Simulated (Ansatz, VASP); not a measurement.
**One calculation of HfO2, two programs**

```xyz
12
Lattice="5.5564 0.0000 0.0000 0.0000 3.3336 0.0000 0.0000 0.0000 6.5050" Properties=species:S:1:pos:R:3 pbc="T T T"
Hf    4.1600    2.5002    3.9542
Hf    1.3964    0.8334    2.5508
Hf    1.3818    2.5002    5.8033
Hf    4.1746    0.8334    0.7017
O     3.5533    0.8334    2.7542
O     2.0031    2.5002    3.7508
O     0.7751    0.8334    0.4983
O     4.7813    2.5002    6.0067
O     2.8937    0.8334    5.4736
O     2.6627    2.5002    1.0313
O     0.1155    0.8334    4.2838
O     5.4409    2.5002    2.2212
```

Alike in both runs: functional r2SCAN; k mesh 5 × 8 × 4; occupations fermi-dirac, width 0.05 eV; no spin polarisation.

|  | VASP | Ansatz |
| --- | --- | --- |
| version | VASP 6.6.1 | Ansatz 0.2.0 |
| potentials or method | VASP PAW PBE potentials, release 64 (Hf_pv, O) | Ansatz PAW |
| plane-wave cutoff (eV) | 520 | 500 |
| valence electrons in the cell | 88 | 152 |
| task | single point | band structure |

Ansatz gave:

- gap on the k mesh at the Fermi level (eV): 3.97
- least direct gap on the mesh (eV): 3.97
- pressure (GPa): -3.4
- traceless stress, the component that is largest in VASP (GPa): -0.18
- rms of the force components (eV/Å): 0.016

What did VASP give for the same quantities?

gap on the k mesh at the Fermi level (eV): 3.92; least direct gap on the mesh (eV): 3.92; pressure (GPa): -7.3; traceless stress, the component that is largest in VASP (GPa): -0.25; rms of the force components (eV/Å): 0.051.

VASP's potentials were made for PBE, not for r2SCAN. Atom by atom the forces differ by 0.036 eV/Å (rms over components). VASP's potentials hold 88 valence electrons a cell and Ansatz's 152, so a difference there can come from the potentials and not from the codes.

Spin-orbit coupling is off throughout.
